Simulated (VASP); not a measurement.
Input of a VASP 6.6.1 run:

File INCAR:

```
SYSTEM = Ga8N7
PREC = Accurate ; ENCUT = 520
EDIFF = 1E-7 ; ISMEAR = 0
SIGMA = 0.01 ; LREAL = Auto
LASPH = .True. ; NELM = 150
ALGO = Normal ; ISIF = 2
LWAVE = .False. ; LCHARG = .False.
ISPIN = 2 ; MAGMOM = 0.25 0 0 0 0.25 0.25 0 0.25 0 0 0 0 0 0 0
LORBIT = 11 ; GGA = PE
NELECT = 137.0 ; NBANDS = 86
```

Contents of KPOINTS:

```
Automatic mesh
0
Gamma
  1 1 1
  0 0 0
```

POSCAR

```
Ga8N7
1.0
    0.0000000000      0.0000000000      5.2431684095
    3.2183708159      5.5743817708      0.0000000000
   -6.4367416318      0.0000000000      0.0000000000
Ga N
8 7
Direct
    0.5113025350      0.1666666667      0.3333333333
    0.5000809309      0.1685589513      0.8342794757
    0.5000809309      0.6657205243      0.3314410487
    0.5000809309      0.6657205243      0.8342794757
    0.9986622559      0.3306445959      0.6612891917
    0.9986622559      0.3306445959      0.1693554041
    0.9981574813      0.8333333333      0.6666666667
    0.9986622559      0.8387108083      0.1693554041
    0.8726242174      0.1691873783      0.8345936891
    0.8726242174      0.6654063109      0.3308126217
    0.8726242174      0.6654063109      0.8345936891
    0.3772143139      0.3270614010      0.6541228020
    0.3772143139      0.3270614010      0.1729385990
    0.3689296930      0.8333333333      0.6666666667
    0.3772143139      0.8458771980      0.1729385990
```

Potentials or basis: VASP PAW PBE potentials, release 64 (Ga_d, N).

Command:

```bash
$ cat potpaw_PBE.64/Ga_d/POTCAR potpaw_PBE.64/N/POTCAR > POTCAR
$ mpirun -np 1 vasp_gam > vasp.out
```

(1) Predict the site moments.

(2) Estimate the largest force.

(3) Predict the net moment.

Results:

(1) Ga +0.00, +0.02, +0.01 (each value once); N +0.06, +0.10, +0.23 (each value once) μB.

(2) 0.018 eV/Å.

(3) 1.00 μB per cell.

Caveat: the k points lie up to 1.20 Å⁻¹ apart; the cell carries a net charge on a neutralising background, which shifts energy and pressure; the cell differs from its parent crystal (atoms taken out, then relaxed in part).
